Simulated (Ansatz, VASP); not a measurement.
One calculation of KYMg6, two programs

```xyz
8
Lattice="5.5046 0.0000 0.0000 0.0000 3.5531 5.9947 0.0000 -3.5531 5.9947" Properties=species:S:1:pos:R:3 pbc="T T T"
Y     0.0000    0.0000   10.1531
K     2.7523    0.0000    7.7885
Mg    2.7523    0.0000    1.9957
Mg    2.7523    1.8292    4.9259
Mg    2.7523   -1.8292    4.9259
Mg    0.0000    0.0000    4.1250
Mg    0.0000    1.8853    7.0219
Mg    0.0000   -1.8853    7.0219
```

Alike in both runs: task single point; functional PBE; k mesh 5 × 5 × 5; occupations fermi-dirac, width 0.05 eV; no spin polarisation.

```csv
,VASP,Ansatz
version,VASP 6.6.1,Ansatz 0.2.0
potentials or method,"VASP PAW PBE potentials, release 64 (Y_sv, K_sv, Mg)",Ansatz PAW
plane-wave cutoff (eV),520,420
valence electrons in the cell,32,80
```

|  | VASP | Ansatz | Ansatz less VASP |
| --- | --- | --- | --- |
| gap on the k mesh at the Fermi level (eV) | none | none | - |
| pressure (GPa) | -1.5 | -1.4 | +0.04 |
| traceless stress, the component that is largest in VASP (GPa) | -0.18 | -0.18 | -0.002 |
| rms of the force components (eV/Å) | 0.037 | 0.037 | -0.0008 |

Atom by atom the forces differ by 0.001 eV/Å (rms over components). A gap of «none» marks a metal or a gap that the smearing closes. The functional is the same, so the differences come from potentials, cutoffs and numerics. VASP's potentials hold 32 valence electrons a cell and Ansatz's 80, so a difference there can come from the potentials and not from the codes.
